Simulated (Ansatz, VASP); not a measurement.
Two plane-wave programs on ZnAu

INCAR

```
PREC     = Accurate       # precision mode
ENCUT    = 520            # plane-wave cutoff, eV
EDIFF    = 1E-6           # SCF threshold, eV
ISMEAR   = 0              # smearing method
SIGMA    = 0.15           # smearing width, eV
LREAL    = F              # projectors in reciprocal space
LASPH    = T              # aspherical terms in the spheres
NELM     = 60             # most SCF steps
ALGO     = Fast           # electronic algorithm
ISIF     = 2              # what is computed and relaxed
LWAVE    = F              # write WAVECAR
LCHARG   = T              # write CHGCAR
GGA      = PS             # functional
LELF     = T              # ELF
LVHAR    = T            
NBANDS   = 18             # bands
```

Contents of KPOINTS:

```
Automatic mesh
0
Gamma
  16 16 16
```

Contents of POSCAR:

```
ZnAu
1.0
    3.0962330580      0.0000000000      0.0000000000
    0.0000000000      3.0962330580      0.0000000000
    0.0000000000      0.0000000000      3.2510447109
Zn Au
1 1
Direct
    0.5000000000      0.5000000000      0.5000000000
    0.0000000000      0.0000000000      0.0000000000
```

Input for Ansatz:

```yaml
crystal:
  lattice:
    - [3.096233058, 0.0, 0.0]
    - [0.0, 3.096233058, 0.0]
    - [0.0, 0.0, 3.2510447109]
  atoms:
    - { symbol: Zn, position: [0.5, 0.5, 0.5] }
    - { symbol: Au, position: [0.0, 0.0, 0.0] }
basis:
  ecutwfc: 420
kpoints:
  mp_grid: { grid: [16, 16, 16] }
hamiltonian:
  xc: pbesol
scf:
  occupations: { method: gaussian, width: 0.15 }
output:
  forces: true
  stress: true
  eigenvalues: true
```

Alike in both runs: task single point; functional PBEsol; k mesh 16 × 16 × 16; occupations gaussian, width 0.15 eV; no spin polarisation.

|  | VASP | Ansatz |
| --- | --- | --- |
| version | VASP 6.6.1 | Ansatz 0.2.0 |
| potentials or method | VASP PAW PBE potentials, release 64 (Zn, Au), cutoff 520 eV | scalar-relativistic, plane waves, PAW |
| valence electrons in the cell | 23 | 31 |

Ansatz gave:

```
gap on the k mesh at the Fermi level (eV)                     : none
pressure (GPa)                                                : -2.4
traceless stress, the component that is largest in VASP (GPa) : -0.46
```

Q: What did VASP give for the same quantities?

A: gap on the k mesh at the Fermi level (eV): none; pressure (GPa): -2.2; traceless stress, the component that is largest in VASP (GPa): -0.46.

VASP's potentials were made for PBE, not for PBEsol. A gap of «none» marks a metal or a gap that the smearing closes. VASP's potentials hold 23 valence electrons a cell and Ansatz's 31, so a difference there can come from the potentials and not from the codes.

Spin-orbit coupling is off throughout.
